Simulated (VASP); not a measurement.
# Bi (P2_1/m) in VASP: notebook, part 2 of 3

VASP 6.6.1. Earlier steps stand in the parts before.

## Step 3: Single point, PBE

INCAR

```
SYSTEM = Bi
PREC = Accurate
ENCUT = 520
EDIFF = 1E-6
ISMEAR = -1
SIGMA = 0.05
LREAL = .FALSE.
LASPH = .TRUE.
NELM = 80
ALGO = Fast
ISIF = 2
LWAVE = .FALSE.
LCHARG = .FALSE.
GGA = PE
NBANDS = 38
```

KPOINTS

```
Automatic mesh
0
G
  6 6 4
  0 0 0
```

POSCAR

```
Bi
1.0
    4.6584121839      0.0000000000      0.0000000000
    0.0000000000      4.5263885800      0.0000000000
   -0.3459734563      0.0000000000      6.5119480672
Bi
4
Direct
    0.2513749200      0.2500000000      0.7487333800
    0.7486250800      0.7500000000      0.2512666200
    0.2498876900      0.2500000000      0.2488803300
    0.7501123100      0.7500000000      0.7511196700
```

Potentials or basis: VASP PAW PBE potentials, release 64 (Bi_d).

On the command line:

```bash
> cat potpaw_PBE.64/Bi_d/POTCAR > POTCAR
> mpirun -np 1 vasp_std > vasp.out
```

OUTCAR:

```text
SYSTEM = Bi
   PREC = Accurate
   ENCUT = 520
   EDIFF = 1E-6
   ISMEAR = -1
   LREAL = .FALSE.
   LASPH = .TRUE.
   NELM = 80
   ISIF = 2
   GGA = PE

 ion  position               nearest neighbor table
   1  0.251  0.250  0.749-   4 3.24   4 3.24   4 3.25   4 3.25   3 3.26   3 3.26
   2  0.749  0.750  0.251-   3 3.24   3 3.24   3 3.25   3 3.25   4 3.26   4 3.26
   3  0.250  0.250  0.249-   2 3.24   2 3.24   2 3.25   2 3.25   1 3.26   1 3.26
   4  0.750  0.750  0.751-   1 3.24   1 3.24   1 3.25   1 3.25   2 3.26   2 3.26

  LATTYP: Found a simple monoclinic cell.
 ALAT       =     4.6584121839
 B/A-ratio  =     0.9716590978
 C/A-ratio  =     1.3998615729
 COS(beta)  =    -0.0530542006

  Lattice vectors:

 A1 = (   4.6584121839,   0.0000000000,   0.0000000000)
 A2 = (   0.0000000000,   4.5263885800,   0.0000000000)
 A3 = (  -0.3459734563,   0.0000000000,   6.5119480672)

Analysis of symmetry for initial positions (statically):
=====================================================================
 Subroutine PRICEL returns:
 Original cell was already a primitive cell.

 Routine SETGRP: Setting up the symmetry group for a
 simple monoclinic supercell.

 Subroutine GETGRP returns: Found  4 space group operations
 (whereof  2 operations were pure point group operations)
 out of a pool of  4 trial point group operations.

The static configuration has the point symmetry S_2 .
 The point group associated with its full space group is C_2h.

Analysis of symmetry for dynamics (positions and initial velocities):
=====================================================================
 Subroutine PRICEL returns:
 Original cell was already a primitive cell.

 Routine SETGRP: Setting up the symmetry group for a
 simple monoclinic supercell.

 Subroutine GETGRP returns: Found  4 space group operations
 (whereof  2 operations were pure point group operations)
 out of a pool of  4 trial point group operations.

The dynamic configuration has the point symmetry S_2 .
 The point group associated with its full space group is C_2h.

 Subroutine INISYM returns: Found  4 space group operations
 (whereof  2 operations are pure point group operations),
 and found     1 'primitive' translations

----------------------------------------------------------------------------------------

                                     Primitive cell

  volume of cell :     137.3095

  direct lattice vectors                    reciprocal lattice vectors
     4.658412184  0.000000000  0.000000000     0.214665418  0.000000000  0.011404965
     0.000000000  4.526388580  0.000000000     0.000000000  0.220926680  0.000000000
    -0.345973456  0.000000000  6.511948067     0.000000000  0.000000000  0.153563878

  length of vectors
     4.658412184  4.526388580  6.521132207     0.214968172  0.220926680  0.153563878

  position of ions in fractional coordinates (direct lattice)
     0.251374920  0.250000000  0.748733380
     0.748625080  0.750000000  0.251266620
     0.249887690  0.250000000  0.248880330
     0.750112310  0.750000000  0.751119670

  ion indices of the primitive-cell ions
   primitive index   ion index
                 1           1
                 2           2
                 3           3
                 4           4

[... 24 lines left out ...]
 Found     56 irreducible k-points:

 Following reciprocal coordinates:
            Coordinates               Weight
  0.000000  0.000000  0.000000      1.000000
  0.166667  0.000000 -0.000000      2.000000
  0.333333  0.000000 -0.000000      2.000000
  0.500000  0.000000 -0.000000      1.000000
  0.000000  0.166667  0.000000      2.000000
  0.166667  0.166667 -0.000000      4.000000
[... 16 lines left out ...]
  0.000000  0.166667  0.250000      4.000000
  0.166667  0.166667  0.250000      4.000000
 [... further k-points ...]
   k-points           NKPTS =     56   k-points in BZ     NKDIM =     56   number of bands    NBANDS=     38
   number of dos      NEDOS =    301   number of ions     NIONS =      4
   total plane-waves  NPLWV =  62208
   dimension x,y,z NGX =    36 NGY =   36 NGZ =   48
   dimension x,y,z NGXF=    72 NGYF=   72 NGZF=   96
   ions per type =               4
   NGX,Y,Z   is equivalent  to a cutoff of  12.85, 13.22, 12.24 a.u.
   NGXF,Y,Z  is equivalent  to a cutoff of  25.69, 26.44, 24.47 a.u.
 SYSTEM =  Bi
   PREC   = accura    normal or accurate (medium, high low for compatibility)
   ISTART =      0    job   : 0-new  1-cont  2-samecut
   ICHARG =      2    charge: 1-file 2-atom 10-const
   ISPIN  =      1    spin polarized calculation?
   LNONCOLLINEAR =      F non collinear calculations
   LSORBIT =      F    spin-orbit coupling
   LASPH  =      T    aspherical Exc in radial PAW
   ENCUT  =  520.0 eV  38.22 Ry    6.18 a.u.   8.66  8.42 12.12*2*pi/ulx,y,z
   NELM   =     80;   NELMIN=  2; NELMDL= -5     # of ELM steps
   EDIFF  = 0.1E-05   stopping-criterion for ELM
   LREAL  =      F    real-space projection
   EDIFFG = 0.1E-04   stopping-criterion for IOM
   NSW    =      0    number of steps for IOM
   IBRION =     -1    ionic relax: 0-MD 1-quasi-New 2-CG
   NFREE  =      0    steps in history (QN), initial steepest desc. (CG)
   ISIF   =      2    stress and relaxation
   ISYM   =      2    0-nonsym 1-usesym 2-fastsym
   POTIM  = 0.5000    time-step for ionic-motion
   TEBEG  =    0.0;   TEEND  =   0.0 temperature during run
   PSTRESS=    0.0 pullay stress
   NELECT =      60.0000    total number of electrons
   NUPDOWN=      -1.0000    fix difference up-down
   EMIN   =  10.00;   EMAX   =-10.00  energy-range for DOS
   EFERMI =   0.00;   METHOD = LEGACY
   ISMEAR =    -1;   SIGMA  =   0.05  broadening in eV -4-tet -1-fermi 0-gaus
   EFERMI_NEDOS =   21; number of points for ismear=-14 and -15
   IALGO  =     68    algorithm
   IMIX   =      4    mixing-type and parameters
     AMIX     =   0.40;   BMIX     =  1.00
     AMIX_MAG =   1.60;   BMIX_MAG =  1.00
  volume/ion in A,a.u.               =      34.33       231.65
  Fermi-wavevector in a.u.,A,eV,Ry     =   1.242296  2.347599 20.997856  1.543299
  Thomas-Fermi vector in A             =   2.376656
   LORBIT       =      0    0 simple, 1 ext, 2 COOP (PROOUT), +10 PAW based schemes
   GGA     = PE    functional components
   LHFCALC =     F    Hartree Fock is set to
   AEXX    =    0.0000 exact exchange contribution
   IVDW    =     0    specifies the selected vdW correction
   LEPSILON=     F    determine dielectric tensor
   LRPA    =     F    only Hartree local field effects (RPA)
 non-spin polarized calculation
 RMM-DIIS sequential band-by-band and
  energy-cutoff  :      520.00
  volume of cell :      137.31
 maximum number of plane-waves:      3737
 NGX is ok and might be reduce to    36
   NGX = 17   NGY = 17   NGZ = 25

 number of electron      60.0000001 magnetization

 Free energy of the ion-electron system (eV)
  ---------------------------------------------------
  ext. energy  EPLUGINS =         0.00000000
  ---------------------------------------------------
  free energy    TOTEN  =       -15.33092104 eV

  energy without entropy =      -15.30686302  energy(sigma->0) =      -15.31889203

 E-fermi :   6.6031     XC(G=0):  -9.6887

 val. band max:        6.6004285017   @ k =  -0.1667   0.3333   0.2500
 cond. band min:       6.6163740719   @ k =   0.5000   0.0000   0.5000
 fundamental gap:      0.0159455702
 Fermi energy:         6.6030866650

 k-point     1 :       0.0000    0.0000    0.0000
  band No.  band energies     occupation
      1     -16.3650      2.00000
      2     -16.3533      2.00000
      3     -16.3521      2.00000
      4     -16.2324      2.00000
      5     -16.2218      2.00000
      6     -16.2115      2.00000
[... 973 lines left out ...]
     37      11.2213      0.00000
     38      11.6041      0.00000

 [... further k-points ...]

------------------------ aborting loop because EDIFF is reached ----------------------------------------

  FORCE on cell =-STRESS in cart. coord.  units (eV):
  Direction    XX          YY          ZZ          XY          YZ          ZX
  --------------------------------------------------------------------------------------
  -------------------------------------------------------------------------------------
  Total        0.2972020      0.8038156      1.6538549      0.0000000      0.0000000      0.1974354
  in kB        3.4678604      9.3792121     19.2977780      0.0000000      0.0000000      2.3037483
  external PRESSURE =      10.7149502 kB  Pullay stress =       0.0000000 kB

 VOLUME and BASIS-vectors are now :
 -----------------------------------------------------------------------------
  energy-cutoff  :      520.00
  volume of cell :      137.31
      direct lattice vectors                 reciprocal lattice vectors
     4.658412184  0.000000000  0.000000000     0.214665418  0.000000000  0.011404965
     0.000000000  4.526388580  0.000000000     0.000000000  0.220926680  0.000000000
    -0.345973456  0.000000000  6.511948067     0.000000000  0.000000000  0.153563878

 POSITION                                       TOTAL-FORCE (eV/Angst)
 -----------------------------------------------------------------------------------
      0.91197      1.13160      4.87571        -0.001707     -0.000000     -0.000717
      3.40047      3.39479      1.63624         0.001707     -0.000000      0.000717
      1.07797      1.13160      1.62070        -0.002635      0.000000      0.001095
      3.23446      3.39479      4.89125         0.002635     -0.000000     -0.001095
 -----------------------------------------------------------------------------------
    total drift:                                0.000000      0.000000      0.000000

  FREE ENERGIE OF THE ION-ELECTRON SYSTEM (eV)
  ---------------------------------------------------
  free  energy   TOTEN  =       -15.3309210369 eV

  energy  without entropy=      -15.3068630238  energy(sigma->0) =      -15.31889203
```

OSZICAR:

```text
N       E                     dE             d eps       ncg     rms          rms(c)
DAV:   1     0.717706559123E+03    0.71771E+03   -0.31652E+04  4256   0.193E+03
DAV:   2     0.641731568460E+02   -0.65353E+03   -0.64189E+03  4256   0.536E+02
DAV:   3    -0.116348554741E+02   -0.75808E+02   -0.74265E+02  4930   0.199E+02
DAV:   4    -0.151434050139E+02   -0.35085E+01   -0.34925E+01  4814   0.450E+01
DAV:   5    -0.153235851657E+02   -0.18018E+00   -0.18015E+00  5454   0.927E+00    0.110E+00
RMM:   6    -0.153250499346E+02   -0.14648E-02   -0.46921E-02  4790   0.181E+00    0.673E-01
RMM:   7    -0.153298574381E+02   -0.48075E-02   -0.35385E-02  4919   0.159E+00    0.148E-01
RMM:   8    -0.153305062594E+02   -0.64882E-03   -0.97031E-03  5148   0.103E+00    0.570E-02
RMM:   9    -0.153308610486E+02   -0.35479E-03   -0.60392E-03  6631   0.517E-01    0.240E-02
RMM:  10    -0.153309257362E+02   -0.64688E-04   -0.73189E-04  6919   0.172E-01    0.177E-02
RMM:  11    -0.153309322539E+02   -0.65177E-05   -0.11529E-04  5141   0.787E-02    0.195E-02
RMM:  12    -0.153309186275E+02    0.13626E-04   -0.77574E-05  5041   0.927E-02    0.524E-03
RMM:  13    -0.153309209134E+02   -0.22859E-05   -0.34159E-05  6718   0.324E-02    0.144E-03
RMM:  14    -0.153309210369E+02   -0.12349E-06   -0.19823E-06  2748   0.106E-02
   1 F= -.15330921E+02 E0= -.15318892E+02  d E =-.240580E-01
```

stdout:

```text
POSCAR found type information on POSCAR Bi
 POSCAR found :  1 types and       4 ions
 scaLAPACK will be used
 LDA part: xc-table for (Slater+PW92), standard interpolation
 POSCAR, INCAR and KPOINTS ok, starting setup
 FFT: planning ... GRIDC
 FFT: planning ... GRID_SOFT
 FFT: planning ... GRID
 WAVECAR not read
 entering main loop
```

Wall time 2.9 min (1 thread of AMD EPYC 9R45 (Zen 5), shared host); peak memory 0.33 GiB.

What came out:

| Property | Result |
| --- | --- |
| Free energy | -15.3309 eV |
| Pressure | 1.1 GPa |
| Band gap on the k mesh | zero (bands 30 and 31 overlap by 0.34 eV) |

Forces in eV/Å, atoms in the order of the input:
```
Bi  -0.002  0.000 -0.001
Bi   0.002  0.000  0.001
Bi  -0.003  0.000  0.001
Bi   0.003  0.000 -0.001
```

Stress tensor (GPa, compression positive):
```
0.35 0.00 0.23
0.00 0.94 0.00
0.23 0.00 1.93
```

Caveat: spin-orbit coupling is left out, which moves the levels of the heavy elements.

## Step 4: Relaxation of cell and atoms, PBEsol

INCAR

```
SYSTEM = Bi
ALGO     = Fast           ! electronic algorithm
EDIFF    = 1E-6           ! SCF threshold, eV
EDIFFG   = -0.01          ! ionic threshold
ENCUT    = 600            ! plane-wave cutoff, eV
GGA      = PS             ! functional
IBRION   = 2              ! ionic algorithm
ISIF     = 3              ! what is computed and relaxed
ISMEAR   = -1             ! smearing method
LASPH    = .TRUE.         ! aspherical terms in the spheres
LCHARG   = .FALSE.        ! write CHGCAR
LREAL    = .FALSE.        ! projectors in reciprocal space
LWAVE    = .FALSE.        ! write WAVECAR
NELM     = 100            ! most SCF steps
NSW      = 60             ! ionic steps
PREC     = Accurate       ! precision mode
SIGMA    = 0.05           ! smearing width, eV
```

KPOINTS

```
k-points
0
G
  6 6 4
  0 0 0
```

POSCAR is that of step 3.

On the command line:

```bash
> cat potpaw_PBE.64/Bi_d/POTCAR > POTCAR
> mpirun -np 1 vasp_std > vasp.out
```

Run time: 21 min. Hardware: 1 thread of Intel Xeon 6975P-C (Granite Rapids), shared host; peak memory 0.46 GiB.

It converged, with:

| Quantity | Value |
| --- | --- |
| Free energy | -17.0896 eV |
| Relaxed volume | 33.41 Å³/atom |
| Relaxed cell | a = 4.530 Å, b = 4.524 Å, c = 6.521 Å, α = 90.00°, β = 90.31°, γ = 90.00° |
| Space group after relaxing (to 0.1 Å) | Pm-3m (No. 221) |
| Energy gained by relaxing | 8.7 meV/atom |
| Ionic steps | 16 |
| Pressure after relaxing | 0.0 GPa |

Step by step:
```tsv
step	energy change (eV)	largest force (eV/Å)	pressure (GPa)	volume (Å³)
1	0.0000	0.0026	-1.32	137.31
2	-0.0198	0.0076	0.82	131.74
3	-0.0231	0.0056	0.19	133.18
4	-0.0273	0.0055	0.12	133.39
5	-0.0304	0.0055	0.00	133.76
6	-0.0324	0.0051	-0.07	133.90
7	-0.0336	0.0043	-0.16	134.10
8	-0.0343	0.0036	0.00	133.75
9	-0.0343	0.0043	0.00	133.65
10	-0.0343	0.0038	0.06	133.45
11	-0.0343	0.0058	0.06	133.52
12	-0.0343	0.0057	0.04	133.58
13	-0.0343	0.0047	0.05	133.55
14	-0.0345	0.0026	0.04	133.61
15	-0.0348	0.0013	-0.05	133.79
16	-0.0348	0.0009	-0.01	133.65
```

Final structure:
```
CELL_PARAMETERS angstrom
4.52910 0.00000 0.10485
0.00000 4.52394 0.00000
-0.18617 0.00000 6.51840
ATOMIC_POSITIONS crystal
Bi 0.25085 0.25000 0.74876
Bi 0.74915 0.75000 0.25124
Bi 0.24946 0.25000 0.24898
Bi 0.75054 0.75000 0.75102
```

Levels at points of the mesh, in eV from the Fermi level:
| k point | band 26 | band 27 | band 28 | band 29 | band 30 | band 31 | band 32 | band 33 | band 34 | band 35 |
| --- | --- | --- | --- | --- | --- | --- | --- | --- | --- | --- |
| (0.00, 0.00, 0.00) | -3.17 | -3.15 | -1.47 | -1.45 | -1.18 | 2.69 | 2.92 | 3.40 | 3.41 | 5.24 |
| (0.50, 0.00, 0.00) | -3.46 | -1.00 | -0.99 | -0.89 | -0.88 | 0.92 | 0.93 | 1.03 | 1.03 | 4.64 |
| (0.00, 0.50, 0.00) | -3.46 | -1.01 | -1.01 | -0.90 | -0.90 | 0.91 | 0.91 | 1.02 | 1.02 | 4.65 |
| (0.50, 0.50, 0.00) | -5.14 | -3.33 | -3.33 | -3.08 | -3.08 | 2.64 | 2.64 | 4.94 | 4.94 | 5.44 |
| (0.00, 0.00, 0.50) | -2.44 | -2.43 | -2.43 | -1.97 | -1.96 | 2.19 | 2.20 | 3.44 | 3.44 | 4.19 |
| (0.50, 0.00, 0.50) | -0.37 | -0.32 | -0.32 | -0.18 | -0.17 | -0.15 | -0.15 | -0.15 | -0.15 | -0.13 |
| (0.00, 0.50, 0.50) | -0.35 | -0.35 | -0.35 | -0.18 | -0.18 | -0.18 | -0.18 | -0.14 | -0.14 | -0.14 |
| (0.50, 0.50, 0.50) | -4.39 | -4.39 | -4.39 | 0.13 | 0.13 | 0.14 | 0.14 | 5.25 | 5.25 | 5.25 |

Caveat: the highest band is partly filled, so the run has too few bands; the PAW data sets were made with another functional, which shifts forces and pressure a little; spin-orbit coupling is left out, which moves the levels of the heavy elements.

[end of part 2 of 3]
